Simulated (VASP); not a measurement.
Here is a VASP 6.6.1 calculation.

Contents of INCAR:

```
PREC     = Accurate       # precision mode
ENCUT    = 600            # plane-wave cutoff, eV
EDIFF    = 1E-6           # SCF threshold, eV
ISMEAR   = 0              # smearing method
SIGMA    = 0.1            # smearing width, eV
LREAL    = False          # projectors in reciprocal space
LASPH    = True           # aspherical terms in the spheres
NELM     = 120            # most SCF steps
ALGO     = Normal         # electronic algorithm
ISIF     = 2              # what is computed and relaxed
LWAVE    = False          # write WAVECAR
LCHARG   = False          # write CHGCAR
GGA      = PE             # functional
NBANDS   = 16             # bands
ISYM     = 0            
GGA_COMPAT= False
```

File KPOINTS:

```
regular mesh
0
Gamma
  7 2 1
```

File POSCAR:

```
MgS
1.0
    4.0346224068      0.0000000000      0.0000000000
   -2.0173112034      3.4940854990      0.0000000000
    0.0000000000      0.0000000000      6.4322941800
Mg S
2 2
Direct
    0.6666666667      0.3333333333      0.4957548500
    0.3333333333      0.6666666667      0.9957548500
    0.3333333333      0.6666666667      0.3792441500
    0.6666666667      0.3333333333      0.8792441500
```

Potentials or basis: VASP PAW PBE potentials, release 64 (Mg, S).

Launch:

```sh
$ cat potpaw_PBE.64/Mg/POTCAR potpaw_PBE.64/S/POTCAR > POTCAR
$ mpirun -np 1 vasp_std > vasp.out
```

(1) Estimate the pressure.

(2) Predict the largest force.

(3) Estimate the band gap on the k mesh.

Answers

(1) 1.0 GPa.

(2) 0.055 eV/Å.

(3) 3.43 eV, direct.

Caveat: the k points lie up to 0.98 Å⁻¹ apart.
